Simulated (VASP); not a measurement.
# Ge (Pm-3m) in VASP: a series of runs, part 2 of 3

VASP 6.6.1.

### 3 Single point, PBEsol (volume scaled by 1.08)

File INCAR:

```
SYSTEM = Ge
ALGO = Normal
EDIFF = 1E-6
ENCUT = 520
GGA = PS
ISIF = 2
ISMEAR = -1
LASPH = .True.
LCHARG = .False.
LREAL = .False.
LWAVE = .False.
NBANDS = 13
NELM = 80
PREC = Accurate
SIGMA = 0.1
```

File KPOINTS:

```
k-points
0
Gamma
  13 13 13
  0 0 0
```

File POSCAR:

```
Ge
1.0
    2.7379939837      0.0000000000      0.0000000000
    0.0000000000      2.7379939837      0.0000000000
    0.0000000000      0.0000000000      2.7379939837
Ge
1
Direct
    0.0000000000      0.0000000000      0.0000000000
```

Potentials or basis: VASP PAW PBE potentials, release 64 (Ge_d).

Launch:

```bash
cat potpaw_PBE.64/Ge_d/POTCAR > POTCAR
mpirun -np 1 vasp_std > vasp.out
```

OUTCAR:

```text
SYSTEM = Ge
   EDIFF = 1E-6
   ENCUT = 520
   GGA = PS
   ISIF = 2
   ISMEAR = -1
   LASPH = .True.
   LREAL = .False.
   NELM = 80
   PREC = Accurate

 ion  position               nearest neighbor table
   1  0.000  0.000  0.000-

  LATTYP: Found a simple cubic cell.
 ALAT       =     2.7379939837

  Lattice vectors:

 A1 = (   2.7379939837,   0.0000000000,   0.0000000000)
 A2 = (   0.0000000000,   2.7379939837,   0.0000000000)
 A3 = (   0.0000000000,   0.0000000000,   2.7379939837)

Analysis of symmetry for initial positions (statically):
=====================================================================
 Subroutine PRICEL returns:
 Original cell was already a primitive cell.

 Routine SETGRP: Setting up the symmetry group for a
 simple cubic supercell.

 Subroutine GETGRP returns: Found 48 space group operations
 (whereof 48 operations were pure point group operations)
 out of a pool of 48 trial point group operations.

The static configuration has the point symmetry O_h .

Analysis of symmetry for dynamics (positions and initial velocities):
=====================================================================
 Subroutine PRICEL returns:
 Original cell was already a primitive cell.

 Routine SETGRP: Setting up the symmetry group for a
 simple cubic supercell.

 Subroutine GETGRP returns: Found 48 space group operations
 (whereof 48 operations were pure point group operations)
 out of a pool of 48 trial point group operations.

The dynamic configuration has the point symmetry O_h .

 Subroutine INISYM returns: Found 48 space group operations
 (whereof 48 operations are pure point group operations),
 and found     1 'primitive' translations

----------------------------------------------------------------------------------------

                                     Primitive cell

  volume of cell :      20.5257

  direct lattice vectors                    reciprocal lattice vectors
     2.737993984  0.000000000  0.000000000     0.365230897  0.000000000  0.000000000
     0.000000000  2.737993984  0.000000000     0.000000000  0.365230897  0.000000000
     0.000000000  0.000000000  2.737993984     0.000000000  0.000000000  0.365230897

  length of vectors
     2.737993984  2.737993984  2.737993984     0.365230897  0.365230897  0.365230897

  position of ions in fractional coordinates (direct lattice)
     0.000000000  0.000000000  0.000000000

  ion indices of the primitive-cell ions
   primitive index   ion index
                 1           1

----------------------------------------------------------------------------------------

 KPOINTS: k-points

Automatic generation of k-mesh.
 Grid dimensions read from file:
 generate k-points for:   13   13   13

 Generating k-lattice:

  Cartesian coordinates                     Fractional coordinates (reciprocal lattice)
     0.028094684  0.000000000  0.000000000     0.076923077  0.000000000  0.000000000
     0.000000000  0.028094684  0.000000000     0.000000000  0.076923077  0.000000000
     0.000000000  0.000000000  0.028094684     0.000000000  0.000000000  0.076923077

  Length of vectors
     0.028094684  0.028094684  0.028094684

  Shift w.r.t. Gamma in fractional coordinates (k-lattice)
     0.000000000  0.000000000  0.000000000

 Subroutine IBZKPT returns following result:
 ===========================================

 Found     84 irreducible k-points:

 Following reciprocal coordinates:
            Coordinates               Weight
  0.000000  0.000000  0.000000      1.000000
  0.076923  0.000000  0.000000      6.000000
  0.153846  0.000000  0.000000      6.000000
  0.230769  0.000000  0.000000      6.000000
  0.307692  0.000000  0.000000      6.000000
  0.384615  0.000000  0.000000      6.000000
[... 16 lines left out ...]
  0.307692  0.307692  0.000000     12.000000
  0.384615  0.307692  0.000000     24.000000
 [... further k-points ...]
   k-points           NKPTS =     84   k-points in BZ     NKDIM =     84   number of bands    NBANDS=     13
   number of dos      NEDOS =    301   number of ions     NIONS =      1
   total plane-waves  NPLWV =   8000
   dimension x,y,z NGX =    20 NGY =   20 NGZ =   20
   dimension x,y,z NGXF=    40 NGYF=   40 NGZF=   40
   ions per type =               1
   NGX,Y,Z   is equivalent  to a cutoff of  12.14, 12.14, 12.14 a.u.
   NGXF,Y,Z  is equivalent  to a cutoff of  24.29, 24.29, 24.29 a.u.
 SYSTEM =  Ge
   PREC   = accura    normal or accurate (medium, high low for compatibility)
   ISTART =      0    job   : 0-new  1-cont  2-samecut
   ICHARG =      2    charge: 1-file 2-atom 10-const
   ISPIN  =      1    spin polarized calculation?
   LNONCOLLINEAR =      F non collinear calculations
   LSORBIT =      F    spin-orbit coupling
   LASPH  =      T    aspherical Exc in radial PAW
   ENCUT  =  520.0 eV  38.22 Ry    6.18 a.u.   5.09  5.09  5.09*2*pi/ulx,y,z
   NELM   =     80;   NELMIN=  2; NELMDL= -5     # of ELM steps
   EDIFF  = 0.1E-05   stopping-criterion for ELM
   LREAL  =      F    real-space projection
   EDIFFG = 0.1E-04   stopping-criterion for IOM
   NSW    =      0    number of steps for IOM
   IBRION =     -1    ionic relax: 0-MD 1-quasi-New 2-CG
   NFREE  =      0    steps in history (QN), initial steepest desc. (CG)
   ISIF   =      2    stress and relaxation
   ISYM   =      2    0-nonsym 1-usesym 2-fastsym
   POTIM  = 0.5000    time-step for ionic-motion
   TEBEG  =    0.0;   TEEND  =   0.0 temperature during run
   PSTRESS=    0.0 pullay stress
   NELECT =      14.0000    total number of electrons
   NUPDOWN=      -1.0000    fix difference up-down
   EMIN   =  10.00;   EMAX   =-10.00  energy-range for DOS
   EFERMI =   0.00;   METHOD = LEGACY
   ISMEAR =    -1;   SIGMA  =   0.10  broadening in eV -4-tet -1-fermi 0-gaus
   EFERMI_NEDOS =   21; number of points for ismear=-14 and -15
   IALGO  =     38    algorithm
   IMIX   =      4    mixing-type and parameters
     AMIX     =   0.40;   BMIX     =  1.00
     AMIX_MAG =   1.60;   BMIX_MAG =  1.00
  volume/ion in A,a.u.               =      20.53       138.51
  Fermi-wavevector in a.u.,A,eV,Ry     =   1.441070  2.723227 28.254977  2.076682
  Thomas-Fermi vector in A             =   2.559743
   LORBIT       =      0    0 simple, 1 ext, 2 COOP (PROOUT), +10 PAW based schemes
   GGA     = PS    functional components
   LHFCALC =     F    Hartree Fock is set to
   AEXX    =    0.0000 exact exchange contribution
   IVDW    =     0    specifies the selected vdW correction
   LEPSILON=     F    determine dielectric tensor
   LRPA    =     F    only Hartree local field effects (RPA)
 non-spin polarized calculation
  energy-cutoff  :      520.00
  volume of cell :       20.53
 maximum number of plane-waves:       565
   NGX = 11   NGY = 11   NGZ = 11

 number of electron      14.0000009 magnetization

 Free energy of the ion-electron system (eV)
  ---------------------------------------------------
  ext. energy  EPLUGINS =         0.00000000
  ---------------------------------------------------
  free energy    TOTEN  =        -4.73249778 eV

  energy without entropy =       -4.71750851  energy(sigma->0) =       -4.72500314

 E-fermi :   5.5193     XC(G=0): -10.9172

 val. band max:        5.5072202919   @ k =   0.4615   0.4615   0.3846
 cond. band min:       5.5339673567   @ k =   0.2308   0.0000   0.0000
 fundamental gap:      0.0267470648
 Fermi energy:         5.5193387608

 k-point     1 :       0.0000    0.0000    0.0000
  band No.  band energies     occupation
      1     -19.0928      2.00000
      2     -19.0928      2.00000
      3     -18.8682      2.00000
      4     -18.8682      2.00000
      5     -18.8682      2.00000
      6      -7.0323      2.00000
      7      11.8815      0.00000
      8      11.8815      0.00000
      9      11.8815      0.00000
     10      15.3966      0.00000
     11      15.3966      0.00000
     12      17.4843      0.00000
     13      33.6062      0.00000

 k-point     2 :       0.0769    0.0000    0.0000
  band No.  band energies     occupation
      1     -19.0921      2.00000
      2     -19.0827      2.00000
      3     -18.8716      2.00000
      4     -18.8716      2.00000
      5     -18.8679      2.00000
      6      -6.9196      2.00000
      7      10.3408      0.00000
      8      11.9888      0.00000
      9      11.9888      0.00000
     10      15.4978      0.00000
     11      16.4289      0.00000
[... 339 lines left out ...]
 k-point    24 :       0.3846    0.3077    0.0000
  band No.  band energies     occupation
      1     -19.0175      2.00000
      2     -18.9741      2.00000
      3     -18.9147      2.00000
      4     -18.9023      2.00000
      5     -18.8678      2.00000
      6      -2.6264      2.00000
      7       3.1452      2.00000
      8       5.8729      0.05664
      9      12.6051      0.00000
     10      15.6283      0.00000
     11      20.5425      0.00000
     12      24.1427      0.00000
     13      24.6723      0.00000

 [... further k-points ...]
[... 5 lines left out ...]
  --------------------------------------------------------------------------------------
  -------------------------------------------------------------------------------------
  Total       -0.6558867     -0.6558867     -0.6558867     -0.0000000      0.0000000      0.0000000
  in kB      -51.1966951    -51.1966951    -51.1966951     -0.0000000      0.0000000      0.0000000
  external PRESSURE =     -51.1966951 kB  Pullay stress =       0.0000000 kB

 VOLUME and BASIS-vectors are now :
 -----------------------------------------------------------------------------
  energy-cutoff  :      520.00
  volume of cell :       20.53
      direct lattice vectors                 reciprocal lattice vectors
     2.737993984  0.000000000  0.000000000     0.365230897  0.000000000  0.000000000
     0.000000000  2.737993984  0.000000000     0.000000000  0.365230897  0.000000000
     0.000000000  0.000000000  2.737993984     0.000000000  0.000000000  0.365230897

 POSITION                                       TOTAL-FORCE (eV/Angst)
 -----------------------------------------------------------------------------------
      0.00000      0.00000      0.00000         0.000000      0.000000      0.000000
 -----------------------------------------------------------------------------------
    total drift:                               -0.000000      0.000000     -0.000000

  FREE ENERGIE OF THE ION-ELECTRON SYSTEM (eV)
  ---------------------------------------------------
  free  energy   TOTEN  =        -4.7324977802 eV

  energy  without entropy=       -4.7175085061  energy(sigma->0) =       -4.72500314
```

stdout:

```text
POSCAR found type information on POSCAR Ge
 POSCAR found :  1 types and       1 ions
 scaLAPACK will be used
 -----------------------------------------------------------------------------
|                                                                             |
|                                                                             |
|     You enforced a specific xc type in the INCAR file but a different       |
|     I HOPE YOU KNOW WHAT YOU ARE DOING!                                     |
|                                                                             |
 -----------------------------------------------------------------------------

 LDA part: xc-table for (Slater+PW92), standard interpolation
 POSCAR, INCAR and KPOINTS ok, starting setup
 FFT: planning ... GRIDC
 FFT: planning ... GRID_SOFT
 FFT: planning ... GRID
 WAVECAR not read
 entering main loop
```

It took 14 s on 1 thread of AMD EPYC 7R43 (Zen 3), shared host; peak memory 0.1 GiB.

Results:

- Free energy: -4.7325 eV
- Pressure: -5.1 GPa
- Band gap on the k mesh: zero (band 7 reaches 11.88 eV, above the bottom of band 8 at 3.28 eV)

Levels at points of the mesh, in eV from the Fermi level:
```
           k point  band 4  band 5  band 6  band 7  band 8  band 9  band 10  band 11
(0.00, 0.00, 0.00)  -24.39  -24.39  -12.55    6.36    6.36    6.36     9.88     9.88
```

Caveat: the PAW data sets were made with another functional, which shifts forces and pressure a little.

(Continued in part 3 of 3.)
